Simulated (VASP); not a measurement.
# H4C in VASP: single point with r2SCAN+D3(BJ)

Aim: the single point of H4C with r2SCAN+D3(BJ).

All numbers are computed with VASP 6.6.1; they aren't measurements. Logs are shortened: lines on timing, memory, paths and dates and some standing lists are left out, and cuts for length are marked.

**1. The cell of the first run**

The cell holds a disordered packing, 40 atoms: a = 7.958 Å, b = 7.958 Å, c = 7.958 Å, α = 90.00°, β = 90.00°, γ = 90.00°.

**2. Single point, r2SCAN+D3(BJ)**

POSCAR reads:

```
H4C
1.0
    7.9581140000      0.0000000000      0.0000000000
    0.0000000000      7.9581140000      0.0000000000
    0.0000000000      0.0000000000      7.9581140000
C H
8 32
Direct
    0.6942837488      0.8406355982      0.2598100294
    0.9642911435      0.5021188096      0.5195139600
    0.0943877788      0.3561874967      0.0014029900
    0.2891617524      0.9030528249      0.9200082192
    0.3494996978      0.1170373859      0.4516247309
    0.4699983308      0.5852085231      0.6229966459
    0.6042504481      0.3957051804      0.1038194063
    0.8101758795      1.0015848677      0.7751075737
    0.7358312139      0.9258657139      0.3581037348
    0.5894544746      0.7662483849      0.3060217789
    0.7970120770      0.7573974624      0.2249782225
    0.6546118258      0.9125628844      0.1507405853
    1.0336139142      0.5850572145      0.4358144919
    1.0518419921      0.4253412576      0.5909138580
    0.8828715788      0.4210360610      0.4454949629
    0.8887198549      0.5769504368      0.6053430940
    0.2034681301      0.3565266307     -0.0810632414
    0.0746560482      0.4818817228      0.0517740409
    0.1154367874      0.2686932520      0.1044391810
   -0.0158420553      0.3176067201     -0.0695310150
    0.1831204015      0.9195785343      1.0046148981
    0.3463446363      1.0246906438      0.8948197111
    0.2456267028      0.8480301497      0.8027469744
    0.3813311866      0.8202161467      0.9776027774
    0.2470349458      0.1569102857      0.5328105825
    0.3083632561      0.0127567785      0.3732969918
    0.4552227451      0.0767945378      0.5284158181
    0.3879437428      0.2212032975      0.3719747096
    0.5175197044      0.7138419819      0.6213917451
    0.3447651818      0.5823762019      0.5673493489
    0.4630146634      0.5402970004      0.7520861713
    0.5544024360      0.5047703087      0.5513024386
    0.4785814652      0.4450707417      0.1287781498
    0.6768041929      0.3936558976      0.2202765349
    0.6678998328      0.4762512752      0.0134659000
    0.5945128157      0.2680836891      0.0535672640
    0.8590212107      1.0270299734      0.9001277268
    0.7371542902      0.8860161698      0.7774533424
    0.9144759681      0.9881873450      0.6879136872
    0.7302849005      1.1052365139      0.7354316787
```

INCAR.step1 reads:

```
SYSTEM = H4C
ALGO = Normal ; EDIFF = 1E-5
ENCUT = 1060 ; GGA = PE
GGA_COMPAT = .FALSE. ; ISMEAR = -1
LASPH = .TRUE. ; LCHARG = .FALSE.
LREAL = Auto ; LWAVE = .TRUE.
NBANDS = 58 ; NELM = 120
PREC = Accurate ; SIGMA = 0.02
```

INCAR.step2 reads:

```
SYSTEM = H4C
ALGO = Normal ; EDIFF = 1E-6
ENCUT = 1060 ; GGA_COMPAT = .FALSE.
ISIF = 2 ; ISMEAR = -1
ISTART = 1 ; IVDW = 12
LASPH = .TRUE. ; LCHARG = .FALSE.
LMIXTAU = .TRUE. ; LREAL = Auto
LWAVE = .FALSE. ; METAGGA = R2SCAN
NBANDS = 58 ; NELM = 120
PREC = Accurate ; SIGMA = 0.02
VDW_A1 = 0.49484001 ; VDW_A2 = 5.73083694
VDW_S6 = 1.0 ; VDW_S8 = 0.78981345
```

KPOINTS reads:

```
k-points
0
G
  1 1 1
  0 0 0
```

Potentials or basis: VASP PAW PBE potentials, release 64 (C_h, H_h).

On the command line:

```
cat potpaw_PBE.64/C_h/POTCAR potpaw_PBE.64/H_h/POTCAR > POTCAR
cp INCAR.step1 INCAR
mpirun -np 1 vasp_gam > vasp.out
cp INCAR.step2 INCAR
mpirun -np 1 vasp_gam > vasp.out
```

OUTCAR:

```text
SYSTEM = H4C
   EDIFF = 1E-6
   ENCUT = 1060
   ISIF = 2
   ISMEAR = -1
   ISTART = 1
   IVDW = 12
   LASPH = .TRUE.
   LREAL = Auto
   METAGGA = R2SCAN
   NELM = 120
   PREC = Accurate
 IVDW          = 12

 ion  position               nearest neighbor table
   1  0.694  0.841  0.260-  12 1.09   9 1.09  10 1.09  11 1.09
   2  0.964  0.502  0.520-  14 1.09  16 1.09  15 1.09  13 1.09
   3  0.094  0.356  0.001-  20 1.09  17 1.09  19 1.09  18 1.09
   4  0.289  0.903  0.920-  23 1.09  24 1.09  21 1.09  22 1.09
   5  0.349  0.117  0.452-  28 1.09  25 1.09  27 1.09  26 1.09
   6  0.470  0.585  0.623-  31 1.09  32 1.09  30 1.09  29 1.09
   7  0.604  0.396  0.104-  35 1.09  34 1.09  33 1.09  36 1.09
   8  0.810  0.002  0.775-  39 1.09  37 1.09  38 1.09  40 1.09
   9  0.736  0.926  0.358-   1 1.09
  10  0.589  0.766  0.306-   1 1.09
  11  0.797  0.757  0.225-   1 1.09
  12  0.655  0.913  0.151-   1 1.09
  13  0.034  0.585  0.436-   2 1.09
  14  0.052  0.425  0.591-   2 1.09
[... 24 lines left out ...]
  39  0.914  0.988  0.688-   8 1.09
  40  0.730  0.105  0.735-   8 1.09

  LATTYP: Found a simple cubic cell.
 ALAT       =     7.9581140000

  Lattice vectors:

 A1 = (   7.9581140000,   0.0000000000,   0.0000000000)
 A2 = (   0.0000000000,   7.9581140000,   0.0000000000)
 A3 = (   0.0000000000,   0.0000000000,   7.9581140000)

Analysis of symmetry for initial positions (statically):
=====================================================================
 Subroutine PRICEL returns:
 Original cell was already a primitive cell.

 Routine SETGRP: Setting up the symmetry group for a
 simple cubic supercell.

 Subroutine GETGRP returns: Found  1 space group operations
 (whereof  1 operations were pure point group operations)
 out of a pool of 48 trial point group operations.

The static configuration has the point symmetry C_1 .

Analysis of symmetry for dynamics (positions and initial velocities):
=====================================================================
 Subroutine PRICEL returns:
 Original cell was already a primitive cell.

 Routine SETGRP: Setting up the symmetry group for a
 simple cubic supercell.

 Subroutine GETGRP returns: Found  1 space group operations
 (whereof  1 operations were pure point group operations)
 out of a pool of 48 trial point group operations.

The dynamic configuration has the point symmetry C_1 .

 Subroutine INISYM returns: Found  1 space group operations
 (whereof  1 operations are pure point group operations),
[... 153 lines left out ...]
   NFREE  =      0    steps in history (QN), initial steepest desc. (CG)
   ISIF   =      2    stress and relaxation
   ISYM   =      2    0-nonsym 1-usesym 2-fastsym
   POTIM  = 0.5000    time-step for ionic-motion
   TEBEG  =    0.0;   TEEND  =   0.0 temperature during run
   PSTRESS=    0.0 pullay stress
   NELECT =      64.0000    total number of electrons
   NUPDOWN=      -1.0000    fix difference up-down
   EMIN   =  10.00;   EMAX   =-10.00  energy-range for DOS
   EFERMI =   0.00;   METHOD = LEGACY
   ISMEAR =    -1;   SIGMA  =   0.02  broadening in eV -4-tet -1-fermi 0-gaus
   EFERMI_NEDOS =   21; number of points for ismear=-14 and -15
   IALGO  =     38    algorithm
   IMIX   =      4    mixing-type and parameters
     AMIX     =   0.40;   BMIX     =  1.00
     AMIX_MAG =   1.60;   BMIX_MAG =  1.00
  volume/ion in A,a.u.               =      12.60        85.03
  Fermi-wavevector in a.u.,A,eV,Ry     =   0.822858  1.554975  9.212431  0.677095
  Thomas-Fermi vector in A             =   1.934266
   LORBIT       =      0    0 simple, 1 ext, 2 COOP (PROOUT), +10 PAW based schemes
   METAGGA = R2SCAN    functional components
   LHFCALC =     F    Hartree Fock is set to
   AEXX    =    0.0000 exact exchange contribution
   IVDW    =    12    specifies the selected vdW correction
   LEPSILON=     F    determine dielectric tensor
   LRPA    =     F    only Hartree local field effects (RPA)
 non-spin polarized calculation
  energy-cutoff  :     1060.00
  volume of cell :      504.00
 maximum number of plane-waves:     19804
 NGX is ok and might be reduce to    90
   NGX = 43   NGY = 43   NGZ = 43

 number of electron      64.0000000 magnetization

 Free energy of the ion-electron system (eV)
  ---------------------------------------------------
  ext. energy  EPLUGINS =         0.00000000
  ---------------------------------------------------
  free energy    TOTEN  =      -200.48740138 eV

  energy without entropy =     -200.48740138  energy(sigma->0) =     -200.48740138

 E-fermi :  -6.7527     XC(G=0):  -5.5746

 val. band max:       -7.3086477099   @ k =   0.0000   0.0000   0.0000
 cond. band min:       0.9445241607   @ k =   0.0000   0.0000   0.0000
 fundamental gap:      8.2531718706
 Fermi energy:        -6.7527297909

 k-point     1 :       0.0000    0.0000    0.0000
  band No.  band energies     occupation
      1     -16.1084      2.00000
      2     -15.9362      2.00000
      3     -15.9004      2.00000
      4     -15.8854      2.00000
      5     -15.8607      2.00000
      6     -15.8290      2.00000
[... 36 lines left out ...]
     43       4.2220      0.00000
     44       4.2939      0.00000
 [bands above 44 left out]

------------------------ aborting loop because EDIFF is reached ----------------------------------------

 Edisp (eV)   -0.52041

 E8    (eV) :    -0.0781

  FORCE on cell =-STRESS in cart. coord.  units (eV):
  Direction    XX          YY          ZZ          XY          YZ          ZX
  --------------------------------------------------------------------------------------
  -------------------------------------------------------------------------------------
  Total      -0.82032    -1.37462    -1.02362     0.04264    -0.00860     0.02271
  in kB      -2.60775    -4.36982    -3.25400     0.13554    -0.02735     0.07219
  external pressure =       -3.41 kB  Pullay stress =        0.00 kB

 VOLUME and BASIS-vectors are now :
 -----------------------------------------------------------------------------
  energy-cutoff  :     1060.00
  volume of cell :      504.00
      direct lattice vectors                 reciprocal lattice vectors
     7.958114000  0.000000000  0.000000000     0.125657913  0.000000000  0.000000000
     0.000000000  7.958114000  0.000000000     0.000000000  0.125657913  0.000000000
     0.000000000  0.000000000  7.958114000     0.000000000  0.000000000  0.125657913

 POSITION                                       TOTAL-FORCE (eV/Angst)
 -----------------------------------------------------------------------------------
      5.52519      6.68987      2.06760         0.020037     -0.043695     -0.000975
      7.67394      3.99592      4.13435         0.004639     -0.002948     -0.014028
      0.75115      2.83458      0.01117        -0.003512     -0.001990     -0.001317
      2.30118      7.18660      7.32153        -0.003211     -0.000592      0.000774
      2.78136      0.93140      3.59408         0.005582     -0.009991     -0.002938
      3.74030      4.65716      4.95788        -0.032314      0.048117     -0.028888
[... 32 lines left out ...]
      7.27750      7.86411      5.47450         0.013288      0.000677     -0.019067
      5.81169      0.83748      5.85265         0.005476      0.006106     -0.000257
 -----------------------------------------------------------------------------------
    total drift:                                0.001365     -0.005966      0.003052

  FREE ENERGIE OF THE ION-ELECTRON SYSTEM (eV)
  ---------------------------------------------------
  free  energy   TOTEN  =      -201.0078135789 eV

  energy  without entropy=     -201.0078135789  energy(sigma->0) =     -201.00781358
```

Run time: 16 min. Hardware: 1 thread of Intel Xeon Platinum 8259CL at 2.50GHz (Skylake/Cascade Lake), shared host; peak memory 1.4 GiB.

Results:

* Free energy: -201.0078 eV
* Pressure: -0.3 GPa
* Largest force: 0.214 eV/Å
* Band gap on the k mesh: 8.25 eV
* Dispersion energy per atom: -0.013 eV

Forces on the atoms (eV/Å):
```
C    0.020 -0.044 -0.001
C    0.005 -0.003 -0.014
C   -0.004 -0.002 -0.001
C   -0.003 -0.001  0.001
C    0.006 -0.010 -0.003
C   -0.032  0.048 -0.029
C   -0.059 -0.091  0.055
C   -0.011  0.013  0.013
H    0.016  0.029  0.028
H   -0.004 -0.011  0.001
H   -0.012  0.005  0.001
H   -0.014  0.018 -0.022
H   -0.008 -0.015  0.004
H    0.007  0.000  0.000
H    0.002  0.010  0.010
H   -0.005  0.001 -0.003
H   -0.008 -0.001  0.012
H    0.003 -0.016 -0.022
H    0.003  0.012 -0.017
H    0.015  0.010  0.011
H   -0.006  0.001  0.012
H    0.002 -0.005  0.003
H    0.002 -0.002 -0.002
H    0.005 -0.009  0.002
H   -0.009  0.001  0.000
H   -0.001  0.003  0.007
H    0.000  0.001 -0.002
H   -0.001  0.000 -0.005
H   -0.045 -0.124  0.023
H    0.130  0.005  0.044
H   -0.002  0.038 -0.038
H   -0.052  0.032  0.018
H    0.159 -0.060 -0.015
H   -0.101 -0.014 -0.119
H   -0.019 -0.025 -0.001
H    0.010  0.202  0.070
H   -0.004 -0.001  0.001
H   -0.002 -0.003 -0.003
H    0.013  0.001 -0.019
H    0.005  0.006  0.000
```

Caveat: the k points lie up to 0.79 Å⁻¹ apart; the PAW data sets were made with another functional, which shifts forces and pressure a little.
